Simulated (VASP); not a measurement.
# Ir in VASP: further runs

The runs below take Ir through single point, relaxation of the atoms, with LDA.

Everything below comes from runs of VASP 6.6.1. Logs are shortened: lines on timing, memory, paths and dates and some standing lists are left out, and cuts for length are marked.

**1. The cell of the first run**

The cell holds a slab with vacuum, 5 atoms: a = 2.695 Å, b = 2.695 Å, c = 21.698 Å, α = 90.00°, β = 90.00°, γ = 120.00°.

**2. Single point, LDA**

The input, INCAR:

```
ALGO = Normal
DIPOL = 0.5 0.5 0.500
EDIFF = 1E-6
ENCUT = 520
GGA = CA
IDIPOL = 3
ISIF = 2
ISMEAR = -4
LASPH = T
LCHARG = T
LDIPOL = T
LELF = T
LREAL = F
LVACPOTAV = T
LVHAR = T
LWAVE = F
NBANDS = 30
NELM = 100
PREC = Accurate
SIGMA = 0.1
```

The input, KPOINTS:

```
k-points
0
Gamma
  15 15 1
```

The input, POSCAR:

```
Ir
1.0
    2.6954010160      0.0000000000      0.0000000000
   -1.3477005080      2.3342857532      0.0000000000
    0.0000000000      0.0000000000     21.6983000000
Ir
5
Direct
    0.8333333333      0.1666666667      0.2995629266
    0.1666666667      0.8333333333      0.3987913948
    0.5000000000      0.5000000000      0.4999999991
    0.8333333333      0.1666666667      0.6012086053
    0.1666666667      0.8333333333      0.7004370734
```

Potentials or basis: VASP PAW LDA potentials, release 64 (Ir).

The run is started by

```sh
$ cat potpaw_LDA.64/Ir/POTCAR > POTCAR
$ mpirun -np 1 vasp_std > vasp.out
```

OUTCAR:

```text
EDIFF = 1E-6
   ENCUT = 520
   GGA = CA
   ISIF = 2
   ISMEAR = -4
   LASPH = T
   LREAL = F
   NELM = 100
   PREC = Accurate

 ion  position               nearest neighbor table
   1  0.833  0.167  0.300-   2 2.66   2 2.66   2 2.66
   2  0.167  0.833  0.399-   1 2.66   1 2.66   1 2.66   3 2.69   3 2.69   3 2.69
   3  0.500  0.500  0.500-   2 2.69   2 2.69   2 2.69   4 2.69   4 2.69   4 2.69
   4  0.833  0.167  0.601-   5 2.66   5 2.66   5 2.66   3 2.69   3 2.69   3 2.69
   5  0.167  0.833  0.700-   4 2.66   4 2.66   4 2.66

  LATTYP: Found a hexagonal cell.
 ALAT       =     2.6954010160
 C/A-ratio  =     8.0501193964

  Lattice vectors:

 A1 = (   2.6954010160,   0.0000000000,   0.0000000000)
 A2 = (  -1.3477005080,   2.3342857532,   0.0000000000)
 A3 = (   0.0000000000,   0.0000000000,  21.6983000000)

Analysis of symmetry for initial positions (statically):
=====================================================================
 Subroutine PRICEL returns:
 Original cell was already a primitive cell.

 Routine SETGRP: Setting up the symmetry group for a
 hexagonal supercell.

 Subroutine GETGRP returns: Found 12 space group operations
 (whereof  4 operations were pure point group operations)
 out of a pool of 24 trial point group operations.

The static configuration has the point symmetry C_2h.
 The point group associated with its full space group is D_3d.

Analysis of symmetry for dynamics (positions and initial velocities):
=====================================================================
 Subroutine PRICEL returns:
 Original cell was already a primitive cell.

 Routine SETGRP: Setting up the symmetry group for a
 hexagonal supercell.

 Subroutine GETGRP returns: Found 12 space group operations
 (whereof  4 operations were pure point group operations)
 out of a pool of 24 trial point group operations.

The dynamic configuration has the point symmetry C_2h.
 The point group associated with its full space group is D_3d.

 Subroutine INISYM returns: Found 12 space group operations
 (whereof  4 operations are pure point group operations),
 and found     1 'primitive' translations

----------------------------------------------------------------------------------------

                                     Primitive cell

  volume of cell :     136.5221

  direct lattice vectors                    reciprocal lattice vectors
     2.695401016  0.000000000  0.000000000     0.371002309  0.214198283  0.000000000
    -1.347700508  2.334285753  0.000000000     0.000000000  0.428396566  0.000000000
     0.000000000  0.000000000 21.698300000     0.000000000  0.000000000  0.046086560

  length of vectors
     2.695401016  2.695401016 21.698300000     0.428396566  0.428396566  0.046086560

  position of ions in fractional coordinates (direct lattice)
     0.833333333  0.166666667  0.299562927
     0.166666667  0.833333333  0.398791395
     0.500000000  0.500000000  0.499999999
     0.833333333  0.166666667  0.601208605
     0.166666667  0.833333333  0.700437073

  ion indices of the primitive-cell ions
   primitive index   ion index
                 1           1
                 2           2
                 3           3
                 4           4
                 5           5

----------------------------------------------------------------------------------------

 KPOINTS: k-points

Automatic generation of k-mesh.
 Grid dimensions read from file:
 generate k-points for:   15   15    1

 Generating k-lattice:

  Cartesian coordinates                     Fractional coordinates (reciprocal lattice)
     0.024733487  0.014279886  0.000000000     0.066666667  0.000000000  0.000000000
     0.000000000  0.028559771  0.000000000     0.000000000  0.066666667  0.000000000
     0.000000000  0.000000000  0.046086560     0.000000000  0.000000000  1.000000000

  Length of vectors
     0.028559771  0.028559771  0.046086560

  Shift w.r.t. Gamma in fractional coordinates (k-lattice)
     0.000000000  0.000000000  0.000000000

 TETIRR: Found    118 inequivalent tetrahedra from     1350

 Subroutine IBZKPT returns following result:
 ===========================================

 Found     27 irreducible k-points:

 Following reciprocal coordinates:
            Coordinates               Weight
  0.000000  0.000000  0.000000      1.000000
  0.066667  0.000000  0.000000      6.000000
  0.133333  0.000000  0.000000      6.000000
  0.200000  0.000000  0.000000      6.000000
  0.266667  0.000000  0.000000      6.000000
  0.333333  0.000000  0.000000      6.000000
[... 16 lines left out ...]
  0.333333  0.200000  0.000000     12.000000
  0.400000  0.200000  0.000000      6.000000
 [... further k-points ...]
   k-points           NKPTS =     27   k-points in BZ     NKDIM =     27   number of bands    NBANDS=     30
   number of dos      NEDOS =    301   number of ions     NIONS =      5
   total plane-waves  NPLWV =  64800
   dimension x,y,z NGX =    20 NGY =   20 NGZ =  162
   dimension x,y,z NGXF=    40 NGYF=   40 NGZF=  324
   ions per type =               5
   NGX,Y,Z   is equivalent  to a cutoff of  12.34, 12.34, 12.41 a.u.
   NGXF,Y,Z  is equivalent  to a cutoff of  24.67, 24.67, 24.82 a.u.
 SYSTEM =  unknown system
   PREC   = accura    normal or accurate (medium, high low for compatibility)
   ISTART =      0    job   : 0-new  1-cont  2-samecut
   ICHARG =      2    charge: 1-file 2-atom 10-const
   ISPIN  =      1    spin polarized calculation?
   LNONCOLLINEAR =      F non collinear calculations
   LSORBIT =      F    spin-orbit coupling
   LASPH  =      T    aspherical Exc in radial PAW
   ENCUT  =  520.0 eV  38.22 Ry    6.18 a.u.   5.01  5.01 40.34*2*pi/ulx,y,z
   NELM   =    100;   NELMIN=  2; NELMDL= -5     # of ELM steps
   EDIFF  = 0.1E-05   stopping-criterion for ELM
   LREAL  =      F    real-space projection
   EDIFFG = 0.1E-04   stopping-criterion for IOM
   NSW    =      0    number of steps for IOM
   IBRION =     -1    ionic relax: 0-MD 1-quasi-New 2-CG
   NFREE  =      0    steps in history (QN), initial steepest desc. (CG)
   ISIF   =      2    stress and relaxation
   ISYM   =      2    0-nonsym 1-usesym 2-fastsym
   POTIM  = 0.5000    time-step for ionic-motion
   TEBEG  =    0.0;   TEEND  =   0.0 temperature during run
   PSTRESS=    0.0 pullay stress
   NELECT =      45.0000    total number of electrons
   NUPDOWN=      -1.0000    fix difference up-down
   EMIN   =  10.00;   EMAX   =-10.00  energy-range for DOS
   EFERMI =   0.00;   METHOD = LEGACY
   ISMEAR =    -4;   SIGMA  =   0.10  broadening in eV -4-tet -1-fermi 0-gaus
   EFERMI_NEDOS =   21; number of points for ismear=-14 and -15
   IALGO  =     38    algorithm
   IMIX   =      4    mixing-type and parameters
     AMIX     =   0.40;   BMIX     =  1.00
     AMIX_MAG =   1.60;   BMIX_MAG =  1.00
  volume/ion in A,a.u.               =      27.30       184.26
  Fermi-wavevector in a.u.,A,eV,Ry     =   1.130866  2.137028 17.399930  1.278859
  Thomas-Fermi vector in A             =   2.267564
   LORBIT       =      0    0 simple, 1 ext, 2 COOP (PROOUT), +10 PAW based schemes
   GGA     = CA    functional components
   LHFCALC =     F    Hartree Fock is set to
   AEXX    =    0.0000 exact exchange contribution
   IVDW    =     0    specifies the selected vdW correction
   LEPSILON=     F    determine dielectric tensor
   LRPA    =     F    only Hartree local field effects (RPA)
 non-spin polarized calculation
 Fermi weights with tetrahedron method witout Bloechl corrections
  energy-cutoff  :      520.00
  volume of cell :      136.52
 maximum number of plane-waves:      3721
 NGX is ok and might be reduce to    20
   NGX =  9   NGY =  9   NGZ = 81

 number of electron      45.0000003 magnetization

 dipolmoment           0.000000      0.000000      0.000000 electrons x Angstroem

 Free energy of the ion-electron system (eV)
  ---------------------------------------------------
  ext. energy  EPLUGINS =         0.00000000
  ---------------------------------------------------
  free energy    TOTEN  =       -49.30745157 eV

  energy without entropy =      -49.30745157  energy(sigma->0) =      -49.30745157

 E-fermi :   2.4841     XC(G=0):  -8.1803

 val. band max:        2.6195803208   @ k =   0.0000   0.0000   0.0000
 cond. band min:       2.3960873831   @ k =   0.0667   0.0667   0.0000
 fundamental gap:     -0.2234929377
 Fermi energy:         2.4840502719

 k-point     1 :       0.0000    0.0000    0.0000
  band No.  band energies     occupation
      1      -8.4693      2.00000
      2      -7.4108      2.00000
      3      -6.1700      2.00000
      4      -5.6103      2.00000
      5      -5.5167      2.00000
      6      -1.8052      2.00000
[... 22 lines left out ...]
     29       2.8526      0.00000
     30       3.3786      0.00000

 k-point     2 :       0.0667    0.0000    0.0000
  band No.  band energies     occupation
      1      -8.2920      2.00000
      2      -7.2383      2.00000
      3      -5.9943      2.00000
      4      -5.4383      2.00000
      5      -5.3386      2.00000
      6      -2.0045      2.00000
[... 22 lines left out ...]
     29       3.3946      0.00000
     30       3.5364      0.00000

 k-point     3 :       0.1333    0.0000    0.0000
  band No.  band energies     occupation
      1      -7.7853      2.00000
      2      -6.7562      2.00000
      3      -5.5144      2.00000
      4      -4.9684      2.00000
      5      -4.8494      2.00000
      6      -2.5010      2.00000
[... 22 lines left out ...]
     29       3.4369      0.00000
     30       4.5475      0.00000

 k-point     4 :       0.2000    0.0000    0.0000
  band No.  band energies     occupation
      1      -7.0363      2.00000
      2      -6.0913      2.00000
      3      -4.9410      2.00000
      4      -4.4064      2.00000
      5      -4.2097      2.00000
      6      -3.0839      2.00000
[... 22 lines left out ...]
     29       3.6794      0.00000
     30       5.5274      0.00000

 k-point     5 :       0.2667    0.0000    0.0000
  band No.  band energies     occupation
      1      -6.2327      2.00000
      2      -5.4930      2.00000
      3      -4.7146      2.00000
      4      -4.1936      2.00000
      5      -3.8597      2.00000
      6      -3.5741      2.00000
[... 22 lines left out ...]
     29       4.3683      0.00000
     30       6.3833      0.00000
[... 526 lines left out ...]
     29       5.7385      0.00000
     30       7.6566      0.00000

 k-point    22 :       0.2667    0.2000    0.0000
  band No.  band energies     occupation
      1      -4.6364      2.00000
      2      -4.5191      2.00000
      3      -4.0858      2.00000
      4      -3.9402      2.00000
      5      -3.6425      2.00000
      6      -3.3127      2.00000
[... 22 lines left out ...]
     29       6.9683      0.00000
     30       8.7630      0.00000

 k-point    23 :       0.3333    0.2000    0.0000
  band No.  band energies     occupation
      1      -4.6390      2.00000
      2      -4.5732      2.00000
      3      -4.0210      2.00000
      4      -3.8436      2.00000
      5      -3.8267      2.00000
      6      -3.3874      2.00000
[... 22 lines left out ...]
     29       8.3226      0.00000
     30       9.1530      0.00000

 k-point    24 :       0.4000    0.2000    0.0000
  band No.  band energies     occupation
      1      -4.7032      2.00000
      2      -4.5642      2.00000
      3      -4.0059      2.00000
      4      -3.9312      2.00000
      5      -3.7910      2.00000
      6      -3.3665      2.00000
[... 22 lines left out ...]
     29       8.2544      0.00000
     30       8.7931      0.00000

 [... further k-points ...]

------------------------ aborting loop because EDIFF is reached ----------------------------------------

  FORCE on cell =-STRESS in cart. coord.  units (eV):
  Direction    XX          YY          ZZ          XY          YZ          ZX
  --------------------------------------------------------------------------------------
  -------------------------------------------------------------------------------------
  Total       -3.0901210     -3.0901210      0.9853904     -0.0000000      0.0000000      0.0000000
  in kB      -36.2646052    -36.2646052     11.5642056     -0.0000000      0.0000000      0.0000000
  external PRESSURE =     -20.3216683 kB  Pullay stress =       0.0000000 kB

 VOLUME and BASIS-vectors are now :
 -----------------------------------------------------------------------------
  energy-cutoff  :      520.00
  volume of cell :      136.52
      direct lattice vectors                 reciprocal lattice vectors
     2.695401016  0.000000000  0.000000000     0.371002309  0.214198283  0.000000000
    -1.347700508  2.334285753  0.000000000     0.000000000  0.428396566  0.000000000
     0.000000000  0.000000000 21.698300000     0.000000000  0.000000000  0.046086560

 POSITION                                       TOTAL-FORCE (eV/Angst)
 -----------------------------------------------------------------------------------
      2.02155      0.38905      6.50001        -0.000000      0.000000     -0.126987
     -0.67385      1.94524      8.65310         0.000000     -0.000000      0.019530
      0.67385      1.16714     10.84915         0.000000     -0.000000      0.000000
      2.02155      0.38905     13.04520        -0.000000      0.000000     -0.019530
     -0.67385      1.94524     15.19829         0.000000     -0.000000      0.126987
 -----------------------------------------------------------------------------------
    total drift:                                0.000000     -0.000000      0.000013

  FREE ENERGIE OF THE ION-ELECTRON SYSTEM (eV)
  ---------------------------------------------------
  free  energy   TOTEN  =       -49.3074515662 eV

  energy  without entropy=      -49.3074515662  energy(sigma->0) =      -49.30745157

 vacuum level on the upper side and lower side of the slab         8.349         8.349
```

Wall time 3.7 min (1 thread of Intel Xeon Platinum 8375C at 2.90GHz (Ice Lake), shared host); peak memory 0.24 GiB.

Results:

* Free energy: -49.3075 eV
* Largest force: 0.127 eV/Å
* Band gap on the k mesh: zero (an odd number of electrons rules out a gap without spin polarisation)

Forces in eV/Å, atoms in the order of the input:
```
Ir   0.000  0.000 -0.127
Ir   0.000  0.000  0.020
Ir   0.000  0.000  0.000
Ir   0.000  0.000 -0.020
Ir   0.000  0.000  0.127
```

Levels at points of the mesh, in eV from the Fermi level:
| k point | band 19 | band 20 | band 21 | band 22 | band 23 | band 24 | band 25 | band 26 |
| --- | --- | --- | --- | --- | --- | --- | --- | --- |
| (0.00, 0.00, 0.00) | -2.72 | -1.23 | -1.23 | -1.14 | -1.14 | -0.56 | -0.56 | -0.50 |

Caveat: spin-orbit coupling is left out, which moves the levels of the heavy elements.

**3. Single point, LDA**

This run uses another cell than the first one.

The input, INCAR:

```
SYSTEM = Ir
  PREC = Accurate
  ENCUT = 520
  EDIFF = 1E-6
  ISMEAR = -1
  SIGMA = 0.08
  LREAL = .False.
  LASPH = .True.
  NELM = 80
  ALGO = Normal
  ISIF = 2
  LWAVE = .False.
  LCHARG = .False.
  LDIPOL = .True.
  IDIPOL = 3
  DIPOL = 0.5 0.5 0.500
  NBANDS = 30
```

The input, KPOINTS:

```
regular mesh
0
Gamma
  15 15 1
  0 0 0
```

The input, POSCAR:

```
Ir
1.0
    2.6954010160      0.0000000000      0.0000000000
   -1.3477005080      2.3342857532      0.0000000000
    0.0000000000      0.0000000000     24.8031000000
Ir
5
Direct
    0.8333333330      0.1666666670      0.3225394639
    0.1666666670      0.8333333330      0.4112697317
    0.5000000000      0.5000000000      0.5000000000
    0.8333333330      0.1666666670      0.5887302683
    0.1666666670      0.8333333330      0.6774605361
```

Potentials or basis: VASP PAW LDA potentials, release 64 (Ir).

The run is started by

```sh
$ cat potpaw_LDA.64/Ir/POTCAR > POTCAR
$ mpirun -np 1 vasp_std > vasp.out
```

Run time: 5.6 min. Hardware: 1 thread of Intel Xeon Platinum 8375C at 2.90GHz (Ice Lake), shared host; peak memory 0.26 GiB.

The run converged. Its results:

```yaml
Free_energy: -49.4745 eV
Largest_force: 0.429 eV/Å
Band_gap_on_the_k_mesh: zero (an odd number of electrons rules out a gap without spin polarisation)
```

Forces in eV/Å, atoms in the order of the input:
```
Ir   0.000  0.000  0.429
Ir   0.000  0.000 -0.396
Ir   0.000  0.000  0.000
Ir   0.000  0.000  0.396
Ir   0.000  0.000 -0.429
```

Levels at points of the mesh, in eV from the Fermi level:
```
           k point  band 20  band 21  band 22  band 23  band 24  band 25
(0.00, 0.00, 0.00)    -1.23    -1.23    -1.07    -1.07    -0.50    -0.46
```

Caveat: spin-orbit coupling is left out, which moves the levels of the heavy elements.

(Continued in part 2 of 2.)
